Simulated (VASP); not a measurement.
# Ag (Fd-3m) in VASP: notebook

Runs on Ag. Level: r2SCAN. Tasks: single point.

Everything below comes from runs of VASP 6.6.1. Logs are shortened: lines on timing, memory, paths and dates and some standing lists are left out, and cuts for length are marked.

## Step 1: The cell of the first run

It takes space group Fd-3m (No. 227, cubic). The conventional cell has a = 5.348 Å, b = 5.348 Å, c = 5.348 Å, α = 90.00°, β = 90.00°, γ = 90.00°. Within 3.1 Å of Ag (site symmetry -43m) lie 4 Ag at 2.32 Å.

This isn't the form of Ag at room conditions, which is fcc.

## Step 2: Single point, r2SCAN

POSCAR reads:

```
Ag
1.0
    0.0000000000      2.6739238289      2.6739238289
    2.6739238289      0.0000000000      2.6739238289
    2.6739238289      2.6739238289      0.0000000000
Ag
2
Direct
    1.0000000000      1.0000000000      1.0000000000
    0.2500000000      0.2500000000      0.2500000000
```

INCAR.step1 reads:

```
ALGO     = Normal         # electronic algorithm
EDIFF    = 1E-5           # SCF threshold, eV
ENCUT    = 550            # plane-wave cutoff, eV
GGA      = PE             # functional
GGA_COMPAT= F            
ISMEAR   = -1             # smearing method
LASPH    = T              # aspherical terms in the spheres
LCHARG   = F              # write CHGCAR
LREAL    = F              # projectors in reciprocal space
LWAVE    = T              # write WAVECAR
NBANDS   = 18             # bands
NELM     = 120            # most SCF steps
PREC     = Accurate       # precision mode
SIGMA    = 0.05           # smearing width, eV
```

INCAR.step2 reads:

```
ALGO     = Normal         # electronic algorithm
EDIFF    = 1E-6           # SCF threshold, eV
ENCUT    = 550            # plane-wave cutoff, eV
GGA_COMPAT= F            
ISIF     = 2              # what is computed and relaxed
ISMEAR   = -1             # smearing method
ISTART   = 1            
LASPH    = T              # aspherical terms in the spheres
LCHARG   = F              # write CHGCAR
LMIXTAU  = T            
LREAL    = F              # projectors in reciprocal space
LWAVE    = F              # write WAVECAR
METAGGA  = R2SCAN         # meta-GGA
NBANDS   = 18             # bands
NELM     = 120            # most SCF steps
PREC     = Accurate       # precision mode
SIGMA    = 0.05           # smearing width, eV
```

KPOINTS reads:

```
k-points
0
Gamma
  8 8 8
```

Potentials or basis: VASP PAW PBE potentials, release 64 (Ag).

Run with:

```
$ cat potpaw_PBE.64/Ag/POTCAR > POTCAR
$ cp INCAR.step1 INCAR
$ mpirun -np 1 vasp_std > vasp.out
$ cp INCAR.step2 INCAR
$ mpirun -np 1 vasp_std > vasp.out
```

OUTCAR:

```text
EDIFF = 1E-6
   ENCUT = 550
   ISIF = 2
   ISMEAR = -1
   ISTART = 1
   LASPH = T
   LREAL = F
   METAGGA = R2SCAN
   NELM = 120
   PREC = Accurate

 ion  position               nearest neighbor table
   1  0.000  0.000  0.000-   2 2.32   2 2.32   2 2.32   2 2.32
   2  0.250  0.250  0.250-   1 2.32   1 2.32   1 2.32   1 2.32

  LATTYP: Found a face centered cubic cell.
 ALAT       =     5.3478476578

  Lattice vectors:

 A1 = (   0.0000000000,   2.6739238289,   2.6739238289)
 A2 = (   2.6739238289,   0.0000000000,   2.6739238289)
 A3 = (   2.6739238289,   2.6739238289,   0.0000000000)

Analysis of symmetry for initial positions (statically):
=====================================================================
 Subroutine PRICEL returns:
 Original cell was already a primitive cell.

 Routine SETGRP: Setting up the symmetry group for a
 face centered cubic supercell.

 Subroutine GETGRP returns: Found 48 space group operations
 (whereof 24 operations were pure point group operations)
 out of a pool of 48 trial point group operations.

The static configuration has the point symmetry T_d .
 The point group associated with its full space group is O_h .

Analysis of symmetry for dynamics (positions and initial velocities):
=====================================================================
 Subroutine PRICEL returns:
 Original cell was already a primitive cell.

 Routine SETGRP: Setting up the symmetry group for a
 face centered cubic supercell.

 Subroutine GETGRP returns: Found 48 space group operations
 (whereof 24 operations were pure point group operations)
 out of a pool of 48 trial point group operations.

The dynamic configuration has the point symmetry T_d .
 The point group associated with its full space group is O_h .

 Subroutine INISYM returns: Found 48 space group operations
 (whereof 24 operations are pure point group operations),
 and found     1 'primitive' translations

----------------------------------------------------------------------------------------

                                     Primitive cell

  volume of cell :      38.2364

  direct lattice vectors                    reciprocal lattice vectors
     0.000000000  2.673923829  2.673923829    -0.186991116  0.186991116  0.186991116
     2.673923829  0.000000000  2.673923829     0.186991116 -0.186991116  0.186991116
     2.673923829  2.673923829  0.000000000     0.186991116  0.186991116 -0.186991116

  length of vectors
[... 81 lines left out ...]
   NELM   =    120;   NELMIN=  2; NELMDL=  0     # of ELM steps
   EDIFF  = 0.1E-05   stopping-criterion for ELM
   LREAL  =      F    real-space projection
   EDIFFG = 0.1E-04   stopping-criterion for IOM
   NSW    =      0    number of steps for IOM
   IBRION =     -1    ionic relax: 0-MD 1-quasi-New 2-CG
   NFREE  =      0    steps in history (QN), initial steepest desc. (CG)
   ISIF   =      2    stress and relaxation
   ISYM   =      2    0-nonsym 1-usesym 2-fastsym
   POTIM  = 0.5000    time-step for ionic-motion
   TEBEG  =    0.0;   TEEND  =   0.0 temperature during run
   PSTRESS=    0.0 pullay stress
   NELECT =      22.0000    total number of electrons
   NUPDOWN=      -1.0000    fix difference up-down
   EMIN   =  10.00;   EMAX   =-10.00  energy-range for DOS
   EFERMI =   0.00;   METHOD = LEGACY
   ISMEAR =    -1;   SIGMA  =   0.05  broadening in eV -4-tet -1-fermi 0-gaus
   EFERMI_NEDOS =   21; number of points for ismear=-14 and -15
   IALGO  =     38    algorithm
   IMIX   =      4    mixing-type and parameters
     AMIX     =   0.40;   BMIX     =  1.00
     AMIX_MAG =   1.60;   BMIX_MAG =  1.00
  volume/ion in A,a.u.               =      19.12       129.02
  Fermi-wavevector in a.u.,A,eV,Ry     =   1.361622  2.573093 25.225414  1.854016
  Thomas-Fermi vector in A             =   2.488183
   LORBIT       =      0    0 simple, 1 ext, 2 COOP (PROOUT), +10 PAW based schemes
   METAGGA = R2SCAN    functional components
   LHFCALC =     F    Hartree Fock is set to
   AEXX    =    0.0000 exact exchange contribution
   IVDW    =     0    specifies the selected vdW correction
   LEPSILON=     F    determine dielectric tensor
   LRPA    =     F    only Hartree local field effects (RPA)
 non-spin polarized calculation
  energy-cutoff  :      550.00
  volume of cell :       38.24
 maximum number of plane-waves:      1139
 NGX is ok and might be reduce to    30
   NGX = 15   NGY = 15   NGZ = 15

 number of electron      21.9999996 magnetization

 Free energy of the ion-electron system (eV)
  ---------------------------------------------------
  ext. energy  EPLUGINS =         0.00000000
  ---------------------------------------------------
  free energy    TOTEN  =       -39.25975732 eV

  energy without entropy =      -39.25657732  energy(sigma->0) =      -39.25816732

 E-fermi :   7.0946     XC(G=0): -11.9279

 val. band max:        6.8694825757   @ k =  -0.3750   0.3750   0.1250
 cond. band min:       7.1543879337   @ k =   0.5000   0.1250   0.0000
 fundamental gap:      0.2849053580
 Fermi energy:         7.0945934683

 k-point     1 :       0.0000    0.0000    0.0000
  band No.  band energies     occupation
      1      -0.0812      2.00000
      2       0.2489      2.00000
      3       0.2489      2.00000
      4       0.4614      2.00000
      5       0.4614      2.00000
      6       0.4614      2.00000
[... 481 lines left out ...]
      5       1.3558      2.00000
      6       1.4533      2.00000
[... 10 lines left out ...]
     17      23.8640      0.00000
     18      24.3378      0.00000

 [... further k-points ...]

------------------------ aborting loop because EDIFF is reached ----------------------------------------

  FORCE on cell =-STRESS in cart. coord.  units (eV):
  Direction    XX          YY          ZZ          XY          YZ          ZX
  --------------------------------------------------------------------------------------
  -------------------------------------------------------------------------------------
  Total       10.7922696     10.7922696     10.7922696      0.0000000      0.0000000      0.0000000
  in kB      452.2163672    452.2163672    452.2163672      0.0000000      0.0000000      0.0000000
  external PRESSURE =     452.2163672 kB  Pullay stress =       0.0000000 kB

 VOLUME and BASIS-vectors are now :
 -----------------------------------------------------------------------------
  energy-cutoff  :      550.00
  volume of cell :       38.24
      direct lattice vectors                 reciprocal lattice vectors
     0.000000000  2.673923829  2.673923829    -0.186991116  0.186991116  0.186991116
     2.673923829  0.000000000  2.673923829     0.186991116 -0.186991116  0.186991116
     2.673923829  2.673923829  0.000000000     0.186991116  0.186991116 -0.186991116

 POSITION                                       TOTAL-FORCE (eV/Angst)
 -----------------------------------------------------------------------------------
      0.00000      0.00000      0.00000         0.000000     -0.000000      0.000000
      1.33696      1.33696      1.33696        -0.000000      0.000000     -0.000000
 -----------------------------------------------------------------------------------
    total drift:                                0.000000     -0.000000      0.000000

  FREE ENERGIE OF THE ION-ELECTRON SYSTEM (eV)
  ---------------------------------------------------
  free  energy   TOTEN  =       -39.2597573230 eV

  energy  without entropy=      -39.2565773242  energy(sigma->0) =      -39.25816732
```

OSZICAR.step1:

```text
N       E                     dE             d eps       ncg     rms          rms(c)
DAV:   1     0.137690657899E+03    0.13769E+03   -0.11794E+04  1044   0.123E+03
DAV:   2     0.127758778689E+00   -0.13756E+03   -0.13129E+03  1080   0.278E+02
DAV:   3    -0.223893158795E+01   -0.23667E+01   -0.23592E+01  1216   0.416E+01
DAV:   4    -0.225097630643E+01   -0.12045E-01   -0.12044E-01  1158   0.280E+00
DAV:   5    -0.225113680442E+01   -0.16050E-03   -0.16050E-03  1188   0.338E-01    0.141E+01
DAV:   6    -0.192657228711E+01    0.32456E+00   -0.76220E-01  1206   0.852E+00    0.904E+00
DAV:   7    -0.188870639900E+01    0.37866E-01   -0.24277E-02  1134   0.141E+00    0.345E+00
DAV:   8    -0.188236036530E+01    0.63460E-02   -0.27782E-03  1116   0.485E-01    0.704E-02
DAV:   9    -0.188239768638E+01   -0.37321E-04   -0.17223E-05  1148   0.324E-02    0.260E-02
DAV:  10    -0.188241041945E+01   -0.12733E-04   -0.93864E-06   910   0.243E-02    0.222E-03
DAV:  11    -0.188241056329E+01   -0.14384E-06   -0.36048E-07   564   0.501E-03
   1 F= -.18824106E+01 E0= -.18808239E+01  d E =-.317333E-02
```

Wall time 42 s (1 thread of Intel Xeon 6975P-C (Granite Rapids), shared host); peak memory 0.17 GiB.

Results:

```yaml
Free_energy: -39.2598 eV
Pressure: 45.2 GPa
Band_gap_on_the_k_mesh: zero (bands 11 and 12 overlap by 1.53 eV)
```

Caveat: the cell stands under pressure; the PAW data sets were made with another functional, which shifts forces and pressure a little.

## Step 3: Single point, r2SCAN

This run uses another cell than the first one, of 20.56 Å³/atom.

POSCAR reads:

```
Ag
1.0
    0.0000000000      2.7392975481      2.7392975481
    2.7392975481      0.0000000000      2.7392975481
    2.7392975481      2.7392975481      0.0000000000
Ag
2
Direct
    1.0000000000      1.0000000000      1.0000000000
    0.2500000000      0.2500000000      0.2500000000
```

INCAR.step1 reads:

```
  PREC = Accurate
  ENCUT = 550
  ISMEAR = -1
  SIGMA = 0.05
  LREAL = False
  LASPH = True
  NELM = 120
  NBANDS = 18
  GGA = PE
  ALGO = Normal
  EDIFF = 1E-5
  LWAVE = True
  LCHARG = False
  GGA_COMPAT = False
```

INCAR.step2 reads:

```
  PREC = Accurate
  ENCUT = 550
  EDIFF = 1E-6
  ISMEAR = -1
  SIGMA = 0.05
  LREAL = False
  LASPH = True
  NELM = 120
  ALGO = Normal
  ISIF = 2
  LWAVE = False
  LCHARG = True
  METAGGA = R2SCAN
  LMIXTAU = True
  LELF = True
  LVHAR = True
  NBANDS = 18
  ISTART = 1
  GGA_COMPAT = False
```

KPOINTS reads:

```
Automatic mesh
0
Gamma
  8 8 8
```

Potentials or basis: VASP PAW PBE potentials, release 64 (Ag).

Run with:

```
$ cat potpaw_PBE.64/Ag/POTCAR > POTCAR
$ cp INCAR.step1 INCAR
$ mpirun -np 1 vasp_std > vasp.out
$ cp INCAR.step2 INCAR
$ mpirun -np 1 vasp_std > vasp.out
```

Wall time 45 s (1 thread of Intel Xeon 6975P-C (Granite Rapids), shared host); peak memory 0.17 GiB.

The run converged. Its results:

```yaml
Free_energy: -39.9303 eV
Pressure: 30.3 GPa
Band_gap_on_the_k_mesh: zero (bands 11 and 12 overlap by 1.52 eV)
```

Levels at points of the mesh, in eV from the Fermi level:
```
           k point  band 8  band 9  band 10  band 11  band 12  band 13  band 14  band 15
(0.00, 0.00, 0.00)   -4.00   -4.00    -2.81    -2.81    11.83    11.83    11.83    12.14
(0.50, 0.00, 0.00)   -3.72   -2.95    -2.95    -1.54    -0.51     8.29     8.29    10.42
(0.50, 0.50, 0.00)   -4.42   -2.75    -2.75     0.44     0.44     4.05     4.05     9.13
```

Caveat: the cell stands under pressure; the PAW data sets were made with another functional, which shifts forces and pressure a little.

## Step 4: Single point, r2SCAN

This run uses another cell than the first one, of 22.83 Å³/atom.

POSCAR reads:

```
Ag
1.0
    0.0000000000      2.8368126706      2.8368126706
    2.8368126706      0.0000000000      2.8368126706
    2.8368126706      2.8368126706      0.0000000000
Ag
2
Direct
    1.0000000000      1.0000000000      1.0000000000
    0.2500000000      0.2500000000      0.2500000000
```

INCAR.step1 reads:

```
PREC     = Accurate       # precision mode
ENCUT    = 550            # plane-wave cutoff, eV
ISMEAR   = -1             # smearing method
SIGMA    = 0.05           # smearing width, eV
LREAL    = False          # projectors in reciprocal space
LASPH    = True           # aspherical terms in the spheres
NELM     = 120            # most SCF steps
NBANDS   = 18             # bands
GGA      = PE             # functional
ALGO     = Normal         # electronic algorithm
EDIFF    = 1E-5           # SCF threshold, eV
LWAVE    = True           # write WAVECAR
LCHARG   = False          # write CHGCAR
GGA_COMPAT= False
```

INCAR.step2 reads:

```
PREC     = Accurate       # precision mode
ENCUT    = 550            # plane-wave cutoff, eV
EDIFF    = 1E-6           # SCF threshold, eV
ISMEAR   = -1             # smearing method
SIGMA    = 0.05           # smearing width, eV
LREAL    = False          # projectors in reciprocal space
LASPH    = True           # aspherical terms in the spheres
NELM     = 120            # most SCF steps
ALGO     = Normal         # electronic algorithm
ISIF     = 2              # what is computed and relaxed
LWAVE    = False          # write WAVECAR
LCHARG   = True           # write CHGCAR
METAGGA  = R2SCAN         # meta-GGA
LMIXTAU  = True         
LELF     = True           # ELF
LVHAR    = True         
NBANDS   = 18             # bands
ISTART   = 1            
GGA_COMPAT= False
```

KPOINTS reads:

```
regular mesh
0
Gamma
  8 8 8
```

Run with:

```
$ cat potpaw_PBE.64/Ag/POTCAR > POTCAR
$ cp INCAR.step1 INCAR
$ mpirun -np 1 vasp_std > vasp.out
$ cp INCAR.step2 INCAR
$ mpirun -np 1 vasp_std > vasp.out
```

Wall time 36 s (1 thread of Intel Xeon 6975P-C (Granite Rapids), shared host); peak memory 0.18 GiB.

It converged, with:

| Item | Value |
| --- | --- |
| Free energy | -40.5584 eV |
| Pressure | 15.2 GPa |
| Band gap on the k mesh | zero (bands 11 and 12 overlap by 1.51 eV) |

Levels at points of the mesh, in eV from the Fermi level:
| k point | band 8 | band 9 | band 10 | band 11 | band 12 | band 13 | band 14 | band 15 |
| --- | --- | --- | --- | --- | --- | --- | --- | --- |
| (0.00, 0.00, 0.00) | -3.76 | -3.76 | -2.80 | -2.80 | 10.97 | 10.97 | 10.97 | 11.36 |
| (0.50, 0.00, 0.00) | -3.55 | -2.89 | -2.89 | -1.16 | -0.61 | 7.74 | 7.74 | 10.20 |
| (0.50, 0.50, 0.00) | -4.13 | -2.73 | -2.73 | 0.39 | 0.39 | 3.99 | 3.99 | 8.55 |

Caveat: the cell stands under pressure; the PAW data sets were made with another functional, which shifts forces and pressure a little.

(Part 1 of 2 ends here.)
